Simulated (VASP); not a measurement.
# Al3BP2 (P6/mmm) in VASP: a series of runs

Al3BP2 is run at these levels: PBE; tasks: single point, relaxation of cell and atoms.

Everything below comes from runs of VASP 6.6.1. Logs are shortened: lines on timing, memory, paths and dates and some standing lists are left out, and cuts for length are marked.

## (1) The cell of the first run

Symmetry: P6/mmm, No. 191, hexagonal system. Conventional cell: a = 4.049 Å, b = 4.049 Å, c = 6.356 Å, α = 90.00°, β = 90.00°, γ = 120.00°. Within 2.7 Å of Al (site symmetry mmm) lie 4 Al at 2.02 Å. B (site symmetry 6/mmm) has 6 P at 2.34 Å within 3.1 Å. Within 3.1 Å of P (site symmetry -6m2) lie 3 B at 2.34 Å and 3 P at 2.34 Å.

## (2) Single point, PBE

INCAR

```
SYSTEM = Al3BP2
ALGO = Normal
EDIFF = 1E-6
ENCUT = 520
GGA = PE
ISIF = 2
ISMEAR = 0
LASPH = .True.
LCHARG = .False.
LREAL = .False.
LWAVE = .False.
NBANDS = 20
NELM = 100
PREC = Accurate
SIGMA = 0.1
```

KPOINTS

```
k-points
0
Gamma
  6 6 4
  0 0 0
```

POSCAR

```
Al3BP2
1.0
    4.0490983100      0.0000000000      0.0000000000
   -2.0245491500      3.5066220000      0.0000000000
    0.0000000000      0.0000000000      6.3560938600
Al B P
3 1 2
Direct
    0.5000000000      0.0000000000      0.0000000000
    0.0000000000      0.5000000000      0.0000000000
    0.5000000000      0.5000000000      0.0000000000
    0.0000000000      0.0000000000      0.5000000000
    0.3333333300      0.6666666700      0.5000000000
    0.6666666700      0.3333333300      0.5000000000
```

Potentials or basis: VASP PAW PBE potentials, release 64 (Al, B, P).

Command:

```sh
$ cat potpaw_PBE.64/Al/POTCAR potpaw_PBE.64/B/POTCAR potpaw_PBE.64/P/POTCAR > POTCAR
$ mpirun -np 1 vasp_std > vasp.out
```

OUTCAR:

```text
SYSTEM = Al3BP2
   EDIFF = 1E-6
   ENCUT = 520
   GGA = PE
   ISIF = 2
   ISMEAR = 0
   LASPH = .True.
   LREAL = .False.
   NELM = 100
   PREC = Accurate

 ion  position               nearest neighbor table
   1  0.500  0.000  0.000-   3 2.02   3 2.02   2 2.02   2 2.02
   2  0.000  0.500  0.000-   3 2.02   3 2.02   1 2.02   1 2.02
   3  0.500  0.500  0.000-   1 2.02   1 2.02   2 2.02   2 2.02
   4  0.000  0.000  0.500-   5 2.34   6 2.34   5 2.34   6 2.34   6 2.34   5 2.34
   5  0.333  0.667  0.500-   4 2.34   6 2.34   6 2.34   4 2.34   4 2.34   6 2.34
   6  0.667  0.333  0.500-   4 2.34   5 2.34   5 2.34   4 2.34   4 2.34   5 2.34

  LATTYP: Found a hexagonal cell.
 ALAT       =     4.0490983100
 C/A-ratio  =     1.5697553809

  Lattice vectors:

 A1 = (   4.0490983100,   0.0000000000,   0.0000000000)
 A2 = (  -2.0245491500,   3.5066220000,   0.0000000000)
 A3 = (   0.0000000000,   0.0000000000,   6.3560938600)

Analysis of symmetry for initial positions (statically):
=====================================================================
 Subroutine PRICEL returns:
 Original cell was already a primitive cell.

 Routine SETGRP: Setting up the symmetry group for a
 hexagonal supercell.

 Subroutine GETGRP returns: Found 24 space group operations
 (whereof 24 operations were pure point group operations)
 out of a pool of 24 trial point group operations.

The static configuration has the point symmetry D_6h.

Analysis of symmetry for dynamics (positions and initial velocities):
=====================================================================
 Subroutine PRICEL returns:
 Original cell was already a primitive cell.

 Routine SETGRP: Setting up the symmetry group for a
 hexagonal supercell.

 Subroutine GETGRP returns: Found 24 space group operations
 (whereof 24 operations were pure point group operations)
 out of a pool of 24 trial point group operations.

The dynamic configuration has the point symmetry D_6h.

 Subroutine INISYM returns: Found 24 space group operations
 (whereof 24 operations are pure point group operations),
 and found     1 'primitive' translations

----------------------------------------------------------------------------------------

                                     Primitive cell

  volume of cell :      90.2480

  direct lattice vectors                    reciprocal lattice vectors
     4.049098310  0.000000000  0.000000000     0.246968565  0.142587367  0.000000000
    -2.024549150  3.506622000  0.000000000     0.000000000  0.285174735  0.000000000
     0.000000000  0.000000000  6.356093860     0.000000000  0.000000000  0.157329332

  length of vectors
     4.049098310  4.049098308  6.356093860     0.285174735  0.285174735  0.157329332

  position of ions in fractional coordinates (direct lattice)
     0.500000000  0.000000000  0.000000000
     0.000000000  0.500000000  0.000000000
     0.500000000  0.500000000  0.000000000
     0.000000000  0.000000000  0.500000000
     0.333333330  0.666666670  0.500000000
     0.666666670  0.333333330  0.500000000

  ion indices of the primitive-cell ions
   primitive index   ion index
                 1           1
                 2           2
                 3           3
                 4           4
                 5           5
                 6           6

----------------------------------------------------------------------------------------

 KPOINTS: k-points

Automatic generation of k-mesh.
 Grid dimensions read from file:
 generate k-points for:    6    6    4

 Generating k-lattice:

  Cartesian coordinates                     Fractional coordinates (reciprocal lattice)
     0.041161428  0.023764561  0.000000000     0.166666667  0.000000000  0.000000000
     0.000000000  0.047529123  0.000000000     0.000000000  0.166666667  0.000000000
     0.000000000  0.000000000  0.039332333     0.000000000  0.000000000  0.250000000

  Length of vectors
     0.047529123  0.047529123  0.039332333

  Shift w.r.t. Gamma in fractional coordinates (k-lattice)
     0.000000000  0.000000000  0.000000000

 Subroutine IBZKPT returns following result:
 ===========================================

 Found     21 irreducible k-points:

 Following reciprocal coordinates:
            Coordinates               Weight
  0.000000  0.000000  0.000000      1.000000
  0.166667  0.000000  0.000000      6.000000
  0.333333  0.000000  0.000000      6.000000
  0.500000  0.000000  0.000000      3.000000
  0.166667  0.166667  0.000000      6.000000
  0.333333  0.166667  0.000000     12.000000
[... 13 lines left out ...]
  0.333333  0.166667  0.500000     12.000000
  0.333333  0.333333  0.500000      2.000000
   k-points           NKPTS =     21   k-points in BZ     NKDIM =     21   number of bands    NBANDS=     20
   number of dos      NEDOS =    301   number of ions     NIONS =      6
   total plane-waves  NPLWV =  43200
   dimension x,y,z NGX =    30 NGY =   30 NGZ =   48
   dimension x,y,z NGXF=    60 NGYF=   60 NGZF=   96
   ions per type =               3   1   2
   NGX,Y,Z   is equivalent  to a cutoff of  12.32, 12.32, 12.55 a.u.
   NGXF,Y,Z  is equivalent  to a cutoff of  24.63, 24.63, 25.11 a.u.
 SYSTEM =  Al3BP2
   PREC   = accura    normal or accurate (medium, high low for compatibility)
   ISTART =      0    job   : 0-new  1-cont  2-samecut
   ICHARG =      2    charge: 1-file 2-atom 10-const
   ISPIN  =      1    spin polarized calculation?
   LNONCOLLINEAR =      F non collinear calculations
   LSORBIT =      F    spin-orbit coupling
   LASPH  =      T    aspherical Exc in radial PAW
   ENCUT  =  520.0 eV  38.22 Ry    6.18 a.u.   7.53  7.53 11.82*2*pi/ulx,y,z
   NELM   =    100;   NELMIN=  2; NELMDL= -5     # of ELM steps
   EDIFF  = 0.1E-05   stopping-criterion for ELM
   LREAL  =      F    real-space projection
   EDIFFG = 0.1E-04   stopping-criterion for IOM
   NSW    =      0    number of steps for IOM
   IBRION =     -1    ionic relax: 0-MD 1-quasi-New 2-CG
   NFREE  =      0    steps in history (QN), initial steepest desc. (CG)
   ISIF   =      2    stress and relaxation
   ISYM   =      2    0-nonsym 1-usesym 2-fastsym
   POTIM  = 0.5000    time-step for ionic-motion
   TEBEG  =    0.0;   TEEND  =   0.0 temperature during run
   PSTRESS=    0.0 pullay stress
   NELECT =      22.0000    total number of electrons
   NUPDOWN=      -1.0000    fix difference up-down
   EMIN   =  10.00;   EMAX   =-10.00  energy-range for DOS
   EFERMI =   0.00;   METHOD = LEGACY
   ISMEAR =     0;   SIGMA  =   0.10  broadening in eV -4-tet -1-fermi 0-gaus
   EFERMI_NEDOS =   21; number of points for ismear=-14 and -15
   IALGO  =     38    algorithm
   IMIX   =      4    mixing-type and parameters
     AMIX     =   0.40;   BMIX     =  1.00
     AMIX_MAG =   1.60;   BMIX_MAG =  1.00
  volume/ion in A,a.u.               =      15.04       101.50
  Fermi-wavevector in a.u.,A,eV,Ry     =   1.022672  1.932571 14.229773  1.045859
  Thomas-Fermi vector in A             =   2.156364
   LORBIT       =      0    0 simple, 1 ext, 2 COOP (PROOUT), +10 PAW based schemes
   GGA     = PE    functional components
   LHFCALC =     F    Hartree Fock is set to
   AEXX    =    0.0000 exact exchange contribution
   IVDW    =     0    specifies the selected vdW correction
   LEPSILON=     F    determine dielectric tensor
   LRPA    =     F    only Hartree local field effects (RPA)
 non-spin polarized calculation
 Gauss-broadening in eV      SIGMA  =   0.10
  energy-cutoff  :      520.00
  volume of cell :       90.25
 maximum number of plane-waves:      2448
   NGX = 15   NGY = 15   NGZ = 23

 number of electron      22.0000000 magnetization

 Free energy of the ion-electron system (eV)
  ---------------------------------------------------
  ext. energy  EPLUGINS =         0.00000000
  ---------------------------------------------------
  free energy    TOTEN  =       -13.42299296 eV

  energy without entropy =      -13.40317663  energy(sigma->0) =      -13.41308479

 E-fermi :   7.5526     XC(G=0): -10.3119

 val. band max:        7.5151494211   @ k =   0.1667   0.1667   0.5000
 cond. band min:       7.5694713324   @ k =   0.3333   0.1667   0.2500
 fundamental gap:      0.0543219113
 Fermi energy:         7.5526093625

 k-point     1 :       0.0000    0.0000    0.0000
  band No.  band energies     occupation
      1      -7.6224      2.00000
      2      -3.2365      2.00000
      3       0.7958      2.00000
      4       2.3723      2.00000
      5       2.7646      2.00000
      6       2.7646      2.00000
[... 12 lines left out ...]
     19      11.1315      0.00000
     20      12.9500      0.00000

 k-point     2 :       0.1667    0.0000    0.0000
  band No.  band energies     occupation
      1      -7.3303      2.00000
      2      -2.9267      2.00000
      3      -0.1707      2.00000
      4       1.0960      2.00000
      5       1.6943      2.00000
      6       2.5978      2.00000
[... 12 lines left out ...]
     19      11.9216      0.00000
     20      12.4215      0.00000

 k-point     3 :       0.3333    0.0000    0.0000
  band No.  band energies     occupation
      1      -6.4806      2.00000
      2      -2.6676      2.00000
      3      -2.0317      2.00000
      4       0.8095      2.00000
      5       1.5750      2.00000
      6       1.8915      2.00000
[... 12 lines left out ...]
     19      12.3495      0.00000
     20      12.9047      0.00000

 k-point     4 :       0.5000    0.0000    0.0000
  band No.  band energies     occupation
      1      -5.5391      2.00000
      2      -4.1714      2.00000
      3      -1.0305      2.00000
      4       0.1887      2.00000
      5       0.5092      2.00000
      6       1.5795      2.00000
[... 360 lines left out ...]
 k-point    20 :       0.3333    0.1667    0.5000
  band No.  band energies     occupation
      1      -5.6501      2.00000
      2      -3.6023      2.00000
      3      -1.5689      2.00000
      4      -1.0514      2.00000
      5       0.3941      2.00000
      6       3.0653      2.00000
[... 12 lines left out ...]
     19      13.2987      0.00000
     20      14.4501      0.00000

 k-point    21 :       0.3333    0.3333    0.5000
  band No.  band energies     occupation
      1      -4.5505      2.00000
      2      -4.5505      2.00000
      3      -2.0472      2.00000
      4      -0.4651      2.00000
      5      -0.4651      2.00000
      6       2.0225      2.00000
[... 12 lines left out ...]
     19      14.4943      0.00000
     20      14.7947      0.00000

------------------------ aborting loop because EDIFF is reached ----------------------------------------

  FORCE on cell =-STRESS in cart. coord.  units (eV):
  Direction    XX          YY          ZZ          XY          YZ          ZX
  --------------------------------------------------------------------------------------
  -------------------------------------------------------------------------------------
  Total       40.2203918     40.2203918     -3.5687758      0.0000001      0.0000000      0.0000000
  in kB      714.0346750    714.0346754    -63.3566603      0.0000010      0.0000000      0.0000000
  external PRESSURE =     454.9042300 kB  Pullay stress =       0.0000000 kB

 VOLUME and BASIS-vectors are now :
 -----------------------------------------------------------------------------
  energy-cutoff  :      520.00
  volume of cell :       90.25
      direct lattice vectors                 reciprocal lattice vectors
     4.049098310  0.000000000  0.000000000     0.246968565  0.142587367  0.000000000
    -2.024549150  3.506622000  0.000000000     0.000000000  0.285174735  0.000000000
     0.000000000  0.000000000  6.356093860     0.000000000  0.000000000  0.157329332

 POSITION                                       TOTAL-FORCE (eV/Angst)
 -----------------------------------------------------------------------------------
      2.02455      0.00000      0.00000         0.000000      0.000000      0.000000
     -1.01227      1.75331      0.00000         0.000000      0.000000      0.000000
      1.01227      1.75331      0.00000         0.000000      0.000000      0.000000
      0.00000      0.00000      3.17805         0.000000      0.000000      0.000000
     -0.00000      2.33775      3.17805         0.000000     -0.000000      0.000000
      2.02455      1.16887      3.17805        -0.000000      0.000000      0.000000
 -----------------------------------------------------------------------------------
    total drift:                                0.000000      0.000000      0.000000

  FREE ENERGIE OF THE ION-ELECTRON SYSTEM (eV)
  ---------------------------------------------------
  free  energy   TOTEN  =       -13.4229929557 eV

  energy  without entropy=      -13.4031766307  energy(sigma->0) =      -13.41308479
```

Run time: 33 s. Hardware: 1 thread of Intel Xeon Platinum 8259CL at 2.50GHz (Skylake/Cascade Lake), shared host; peak memory 0.2 GiB.

What came out:

| Item | Value |
| --- | --- |
| Free energy | -13.4230 eV |
| Pressure | 45.5 GPa |
| Band gap on the k mesh | zero (band 11 reaches 8.40 eV, above the bottom of band 12 at 6.95 eV) |

Levels at points of the mesh, in eV from the Fermi level:
| k point | band 9 | band 10 | band 11 | band 12 | band 13 | band 14 |
| --- | --- | --- | --- | --- | --- | --- |
| (0.00, 0.00, 0.00) | -3.18 | -1.95 | -0.22 | 0.41 | 0.41 | 1.31 |
| (0.50, 0.00, 0.00) | -2.73 | -1.48 | 0.85 | 1.74 | 2.71 | 2.81 |
| (0.00, 0.00, 0.50) | -3.56 | -3.47 | -1.90 | 0.26 | 0.26 | 1.66 |
| (0.50, 0.00, 0.50) | -1.73 | -1.72 | -1.45 | -0.22 | 1.85 | 3.11 |

[end of part 1 of 2]
